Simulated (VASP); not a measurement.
# Ca7CuF16 (a cell with a defect) in VASP: single point with PBE

Aim: the single point of Ca7CuF16 (a cell with a defect) with PBE.

Everything below comes from runs of VASP 6.6.1. Logs are shortened: lines on timing, memory, paths and dates and some standing lists are left out, and cuts for length are marked.

### Step 1. The cell of the first run

The cell holds a defect, 24 atoms: a = 7.724 Å, b = 7.724 Å, c = 7.724 Å, α = 60.00°, β = 60.00°, γ = 60.00°.

### Step 2. Single point, PBE, collinear spin

Input file INCAR:

```
SYSTEM = Ca7CuF16
PREC = Accurate ; ENCUT = 520
EDIFF = 1E-6 ; ISMEAR = -1
SIGMA = 0.01 ; LREAL = Auto
LASPH = .True. ; NELM = 150
ALGO = Normal ; ISIF = 2
LWAVE = .False. ; LCHARG = .False.
ISPIN = 2 ; MAGMOM = 1 0 0 0 0 0 0 0 0 0 0 0 0 0 0 0 0 0 0 0 0 0 0 0
LORBIT = 11 ; LMAXMIX = 4
GGA = PE ; NBANDS = 118
```

Input file KPOINTS:

```
regular mesh
0
Gamma
  3 3 3
  0 0 0
```

Input file POSCAR:

```
Ca7CuF16
1.0
    0.0000000000      5.4620000000      5.4620000000
    5.4620000000      0.0000000000      5.4620000000
    5.4620000000      5.4620000000      0.0000000000
Cu Ca F
1 7 16
Direct
    0.0000000000      0.0000000000      0.0000000000
    0.0000000000      0.0000000000      0.5000000000
    0.0000000000      0.5000000000      0.0000000000
    0.0000000000      0.5000000000      0.5000000000
    0.5000000000      0.0000000000      0.0000000000
    0.5000000000      0.0000000000      0.5000000000
    0.5000000000      0.5000000000      0.0000000000
    0.5000000000      0.5000000000      0.5000000000
    0.1212230265      0.1212230265      0.1212230265
    0.1212230265      0.1212230265      0.6363309206
    0.1212230265      0.6363309206      0.1212230265
    0.1219311407      0.6260229531      0.6260229531
    0.6363309206      0.1212230265      0.1212230265
    0.6260229531      0.1219311407      0.6260229531
    0.6260229531      0.6260229531      0.1219311407
    0.6260229531      0.6260229531      0.6260229531
    0.3739770469      0.3739770469      0.3739770469
    0.3739770469      0.3739770469      0.8780688593
    0.3739770469      0.8780688593      0.3739770469
    0.3636690794      0.8787769735      0.8787769735
    0.8780688593      0.3739770469      0.3739770469
    0.8787769735      0.3636690794      0.8787769735
    0.8787769735      0.8787769735      0.3636690794
    0.8787769735      0.8787769735      0.8787769735
```

Potentials or basis: VASP PAW PBE potentials, release 64 (Cu, Ca_sv, F).

Command:

```
cat potpaw_PBE.64/Cu/POTCAR potpaw_PBE.64/Ca_sv/POTCAR potpaw_PBE.64/F/POTCAR > POTCAR
mpirun -np 1 vasp_std > vasp.out
```

OUTCAR:

```text
SYSTEM = Ca7CuF16
   PREC = Accurate
   ENCUT = 520
   EDIFF = 1E-6
   ISMEAR = -1
   LREAL = Auto
   LASPH = .True.
   NELM = 150
   ISIF = 2
   ISPIN = 2
   LORBIT = 11
   GGA = PE

 ion  position               nearest neighbor table
   1  0.000  0.000  0.000-  10 2.29  11 2.29  13 2.29  20 2.29  22 2.29  23 2.29   9 2.29  24 2.29

   2  0.000  0.000  0.500-  12 2.36  14 2.36  19 2.36  21 2.36   9 2.39  24 2.39  23 2.39  10 2.39

   3  0.000  0.500  0.000-  12 2.36  15 2.36  18 2.36  21 2.36   9 2.39  24 2.39  22 2.39  11 2.39

   4  0.000  0.500  0.500-  12 2.36  21 2.36  17 2.36  16 2.36  10 2.39  11 2.39  22 2.39  23 2.39

   5  0.500  0.000  0.000-  14 2.36  15 2.36  18 2.36  19 2.36   9 2.39  24 2.39  20 2.39  13 2.39

   6  0.500  0.000  0.500-  14 2.36  19 2.36  17 2.36  16 2.36  10 2.39  13 2.39  20 2.39  23 2.39
[... 5 lines left out ...]
   9  0.121  0.121  0.121-   1 2.29   2 2.39   3 2.39   5 2.39
  10  0.121  0.121  0.636-   1 2.29   4 2.39   6 2.39   2 2.39
  11  0.121  0.636  0.121-   1 2.29   4 2.39   7 2.39   3 2.39
  12  0.122  0.626  0.626-   4 2.36   3 2.36   2 2.36   8 2.38
  13  0.636  0.121  0.121-   1 2.29   6 2.39   7 2.39   5 2.39
  14  0.626  0.122  0.626-   6 2.36   5 2.36   2 2.36   8 2.38
[... 8 lines left out ...]
  23  0.879  0.879  0.364-   1 2.29   4 2.39   6 2.39   2 2.39
  24  0.879  0.879  0.879-   1 2.29   2 2.39   3 2.39   5 2.39

  LATTYP: Found a face centered cubic cell.
 ALAT       =    10.9240000000

  Lattice vectors:

 A1 = (   0.0000000000,   5.4620000000,   5.4620000000)
 A2 = (   5.4620000000,   0.0000000000,   5.4620000000)
 A3 = (   5.4620000000,   5.4620000000,   0.0000000000)

Analysis of symmetry for initial positions (statically):
=====================================================================
 Subroutine PRICEL returns:
 Original cell was already a primitive cell.

 Routine SETGRP: Setting up the symmetry group for a
 face centered cubic supercell.

 Subroutine GETGRP returns: Found 48 space group operations
 (whereof 48 operations were pure point group operations)
 out of a pool of 48 trial point group operations.

The static configuration has the point symmetry O_h .

Analysis of symmetry for dynamics (positions and initial velocities):
=====================================================================
 Subroutine PRICEL returns:
 Original cell was already a primitive cell.

 Routine SETGRP: Setting up the symmetry group for a
 face centered cubic supercell.

 Subroutine GETGRP returns: Found 48 space group operations
 (whereof 48 operations were pure point group operations)
 out of a pool of 48 trial point group operations.

The dynamic configuration has the point symmetry O_h .

Analysis of structural, dynamic, and magnetic symmetry:
=====================================================================
 Subroutine PRICEL returns:
 Original cell was already a primitive cell.

 Routine SETGRP: Setting up the symmetry group for a
 face centered cubic supercell.

 Subroutine GETGRP returns: Found 48 space group operations
 (whereof 48 operations were pure point group operations)
 out of a pool of 48 trial point group operations.

The overall configuration has the point symmetry O_h .

 Subroutine INISYM returns: Found 48 space group operations
 (whereof 48 operations are pure point group operations),
 and found     1 'primitive' translations

----------------------------------------------------------------------------------------

                                     Primitive cell

  volume of cell :     325.9005

  direct lattice vectors                    reciprocal lattice vectors
     0.000000000  5.462000000  5.462000000    -0.091541560  0.091541560  0.091541560
     5.462000000  0.000000000  5.462000000     0.091541560 -0.091541560  0.091541560
     5.462000000  5.462000000  0.000000000     0.091541560  0.091541560 -0.091541560

  length of vectors
     7.724434478  7.724434478  7.724434478     0.158554633  0.158554633  0.158554633

  position of ions in fractional coordinates (direct lattice)
     0.000000000  0.000000000  0.000000000
     0.000000000  0.000000000  0.500000000
     0.000000000  0.500000000  0.000000000
     0.000000000  0.500000000  0.500000000
     0.500000000  0.000000000  0.000000000
     0.500000000  0.000000000  0.500000000
[... 16 lines left out ...]
     0.878776974  0.878776974  0.363669079
     0.878776974  0.878776974  0.878776974

  ion indices of the primitive-cell ions
   primitive index   ion index
                 1           1
                 2           2
                 3           3
                 4           4
                 5           5
                 6           6
[... 16 lines left out ...]
                23          23
                24          24

----------------------------------------------------------------------------------------

 KPOINTS: regular mesh

Automatic generation of k-mesh.
 Grid dimensions read from file:
 generate k-points for:    3    3    3

 Generating k-lattice:

  Cartesian coordinates                     Fractional coordinates (reciprocal lattice)
    -0.030513853  0.030513853  0.030513853     0.333333333  0.000000000  0.000000000
     0.030513853 -0.030513853  0.030513853     0.000000000  0.333333333  0.000000000
     0.030513853  0.030513853 -0.030513853     0.000000000  0.000000000  0.333333333

  Length of vectors
     0.052851544  0.052851544  0.052851544

  Shift w.r.t. Gamma in fractional coordinates (k-lattice)
     0.000000000  0.000000000  0.000000000

 Subroutine IBZKPT returns following result:
 ===========================================

 Found      4 irreducible k-points:

 Following reciprocal coordinates:
            Coordinates               Weight
  0.000000  0.000000  0.000000      1.000000
  0.333333  0.000000  0.000000      8.000000
  0.333333  0.333333  0.000000      6.000000
 -0.333333  0.333333  0.000000     12.000000
   k-points           NKPTS =      4   k-points in BZ     NKDIM =      4   number of bands    NBANDS=    118
   number of dos      NEDOS =    301   number of ions     NIONS =     24
   total plane-waves  NPLWV = 216000
   dimension x,y,z NGX =    60 NGY =   60 NGZ =   60
   dimension x,y,z NGXF=   120 NGYF=  120 NGZF=  120
   ions per type =               1   7  16
   NGX,Y,Z   is equivalent  to a cutoff of  12.91, 12.91, 12.91 a.u.
   NGXF,Y,Z  is equivalent  to a cutoff of  25.83, 25.83, 25.83 a.u.
 SYSTEM =  Ca7CuF16
   PREC   = accura    normal or accurate (medium, high low for compatibility)
   ISTART =      0    job   : 0-new  1-cont  2-samecut
   ICHARG =      2    charge: 1-file 2-atom 10-const
   ISPIN  =      2    spin polarized calculation?
   LNONCOLLINEAR =      F non collinear calculations
   LSORBIT =      F    spin-orbit coupling
   LASPH  =      T    aspherical Exc in radial PAW
   ENCUT  =  520.0 eV  38.22 Ry    6.18 a.u.  14.36 14.36 14.36*2*pi/ulx,y,z
   NELM   =    150;   NELMIN=  2; NELMDL= -5     # of ELM steps
   EDIFF  = 0.1E-05   stopping-criterion for ELM
   LREAL  =      T    real-space projection
   EDIFFG = 0.1E-04   stopping-criterion for IOM
   NSW    =      0    number of steps for IOM
   IBRION =     -1    ionic relax: 0-MD 1-quasi-New 2-CG
   NFREE  =      0    steps in history (QN), initial steepest desc. (CG)
   ISIF   =      2    stress and relaxation
   ISYM   =      2    0-nonsym 1-usesym 2-fastsym
   POTIM  = 0.5000    time-step for ionic-motion
   TEBEG  =    0.0;   TEEND  =   0.0 temperature during run
   PSTRESS=    0.0 pullay stress
   NELECT =     193.0000    total number of electrons
   NUPDOWN=      -1.0000    fix difference up-down
   EMIN   =  10.00;   EMAX   =-10.00  energy-range for DOS
   EFERMI =   0.00;   METHOD = LEGACY
   ISMEAR =    -1;   SIGMA  =   0.01  broadening in eV -4-tet -1-fermi 0-gaus
   EFERMI_NEDOS =   21; number of points for ismear=-14 and -15
   IALGO  =     38    algorithm
   IMIX   =      4    mixing-type and parameters
     AMIX     =   0.40;   BMIX     =  1.00
     AMIX_MAG =   1.60;   BMIX_MAG =  1.00
  volume/ion in A,a.u.               =      13.58        91.64
  Fermi-wavevector in a.u.,A,eV,Ry     =   1.374777  2.597952 25.715170  1.890012
  Thomas-Fermi vector in A             =   2.500173
   LORBIT       =     11    0 simple, 1 ext, 2 COOP (PROOUT), +10 PAW based schemes
   GGA     = PE    functional components
   LHFCALC =     F    Hartree Fock is set to
   AEXX    =    0.0000 exact exchange contribution
   IVDW    =     0    specifies the selected vdW correction
   LEPSILON=     F    determine dielectric tensor
   LRPA    =     F    only Hartree local field effects (RPA)
 spin polarized calculation
  energy-cutoff  :      520.00
  volume of cell :      325.90
 maximum number of plane-waves:      8801
 NGX is ok and might be reduce to    60
   NGX = 29   NGY = 29   NGZ = 29

 number of electron     193.0000017 magnetization       0.9999837

 Free energy of the ion-electron system (eV)
  ---------------------------------------------------
  ext. energy  EPLUGINS =         0.00000000
  ---------------------------------------------------
  free energy    TOTEN  =      -131.95741024 eV

  energy without entropy =     -131.94052268  energy(sigma->0) =     -131.94896646

 E-fermi :   0.2611     XC(G=0):  -9.6188

 val. band max:        0.2598655493   @ k =   0.3333   0.0000   0.0000
 cond. band min:       0.2678182919   @ k =  -0.3333   0.3333   0.0000
 fundamental gap:      0.0079527426
 Fermi energy:         0.2611344372

 spin component 1

 k-point     1 :       0.0000    0.0000    0.0000
  band No.  band energies     occupation
      1     -37.3309      1.00000
      2     -37.0979      1.00000
      3     -37.0770      1.00000
      4     -37.0770      1.00000
      5     -37.0770      1.00000
      6     -37.0663      1.00000
[... 433 lines left out ...]
    107       8.1912      0.00000
    108       8.3497      0.00000
 Fermi energy:         0.2611344372

 spin component 2

 k-point     1 :       0.0000    0.0000    0.0000
  band No.  band energies     occupation
      1     -37.3308      1.00000
      2     -37.0980      1.00000
      3     -37.0771      1.00000
      4     -37.0771      1.00000
      5     -37.0771      1.00000
      6     -37.0664      1.00000
[... 433 lines left out ...]
    107       8.1928      0.00000
    108       8.3525      0.00000
 [bands above 108 left out]

------------------------ aborting loop because EDIFF is reached ----------------------------------------

  FORCE on cell =-STRESS in cart. coord.  units (eV):
  Direction    XX          YY          ZZ          XY          YZ          ZX
  --------------------------------------------------------------------------------------
  -------------------------------------------------------------------------------------
  Total        0.2591181      0.2591181      0.2591181     -0.0000000     -0.0000000     -0.0000000
  in kB        1.2738648      1.2738648      1.2738648     -0.0000000     -0.0000000     -0.0000000
  external PRESSURE =       1.2738648 kB  Pullay stress =       0.0000000 kB

 VOLUME and BASIS-vectors are now :
 -----------------------------------------------------------------------------
  energy-cutoff  :      520.00
  volume of cell :      325.90
      direct lattice vectors                 reciprocal lattice vectors
     0.000000000  5.462000000  5.462000000    -0.091541560  0.091541560  0.091541560
     5.462000000  0.000000000  5.462000000     0.091541560 -0.091541560  0.091541560
     5.462000000  5.462000000  0.000000000     0.091541560  0.091541560 -0.091541560

 POSITION                                       TOTAL-FORCE (eV/Angst)
 -----------------------------------------------------------------------------------
      0.00000      0.00000      0.00000         0.000000      0.000000      0.000000
      2.73100      2.73100      0.00000         0.000000      0.000000      0.000000
      2.73100      0.00000      2.73100         0.000000      0.000000      0.000000
      5.46200      2.73100      2.73100         0.000000      0.000000      0.000000
      0.00000      2.73100      2.73100         0.000000      0.000000      0.000000
      2.73100      5.46200      2.73100         0.000000      0.000000      0.000000
[... 16 lines left out ...]
      6.78624      6.78624      9.59976        -0.007996     -0.007996      0.007996
      9.59976      9.59976      9.59976         0.007996      0.007996      0.007996
 -----------------------------------------------------------------------------------
    total drift:                                0.000000      0.000000      0.000000

  FREE ENERGIE OF THE ION-ELECTRON SYSTEM (eV)
  ---------------------------------------------------
  free  energy   TOTEN  =      -131.9574102355 eV

  energy  without entropy=     -131.9405226834  energy(sigma->0) =     -131.94896646

 total charge

# of ion       s       p       d       tot
------------------------------------------
    1        0.194   0.167   9.017   9.378
    2        2.020   5.868   0.211   8.100
    3        2.020   5.868   0.211   8.100
    4        2.020   5.868   0.211   8.100
    5        2.020   5.868   0.211   8.100
    6        2.020   5.868   0.211   8.100
[... 16 lines left out ...]
   23        1.735   4.361   0.000   6.096
   24        1.735   4.361   0.000   6.096
--------------------------------------------------
tot         42.083 111.248  10.490 163.821

 magnetization (x)

# of ion       s       p       d       tot
------------------------------------------
    1        0.001   0.000   0.724   0.725
    2       -0.000   0.000  -0.000  -0.000
    3       -0.000   0.000  -0.000  -0.000
    4       -0.000   0.000  -0.000  -0.000
    5       -0.000   0.000  -0.000  -0.000
    6       -0.000   0.000  -0.000  -0.000
[... 16 lines left out ...]
   23        0.000   0.030   0.000   0.030
   24        0.000   0.030   0.000   0.030
--------------------------------------------------
tot          0.004   0.251   0.723   0.979
```

Run time: 9.9 min. Hardware: 1 thread of AMD EPYC 9R45 (Zen 5), shared host; peak memory 0.74 GiB.

What came out:

| Quantity | Value |
| --- | --- |
| Free energy | -131.9574 eV |
| Pressure | 0.1 GPa |
| Largest force | 0.039 eV/Å |
| Band gap on the k mesh | zero (filled and empty bands overlap) |
| Net moment | 1.00 μB per cell |
| Site moments | Cu +0.72; Ca -0.00, +0.00 (each value once); F +0.03, +0.00 (each value once) μB |
| Valence electrons inside the program's atomic spheres | Cu 9.38; Ca 8.10, 8.09 (each value once); F 6.10, 6.12 (each value once) |

Forces in eV/Å, atoms in the order of the input:
```
Cu   0.000  0.000  0.000
Ca   0.000  0.000  0.000
Ca   0.000  0.000  0.000
Ca   0.000  0.000  0.000
Ca   0.000  0.000  0.000
Ca   0.000  0.000  0.000
Ca   0.000  0.000  0.000
Ca   0.000  0.000  0.000
F   -0.008 -0.008 -0.008
F    0.008  0.008 -0.008
F    0.008 -0.008  0.008
F   -0.023  0.023  0.023
F   -0.008  0.008  0.008
F    0.023 -0.023  0.023
F    0.023  0.023 -0.023
F   -0.023 -0.023 -0.023
F    0.023  0.023  0.023
F   -0.023 -0.023  0.023
F   -0.023  0.023 -0.023
F    0.008 -0.008 -0.008
F    0.023 -0.023 -0.023
F   -0.008  0.008 -0.008
F   -0.008 -0.008  0.008
F    0.008  0.008  0.008
```

With open d or f shells a metallic result of PBE can be an artefact of self-interaction; +U or a hybrid may open a gap.
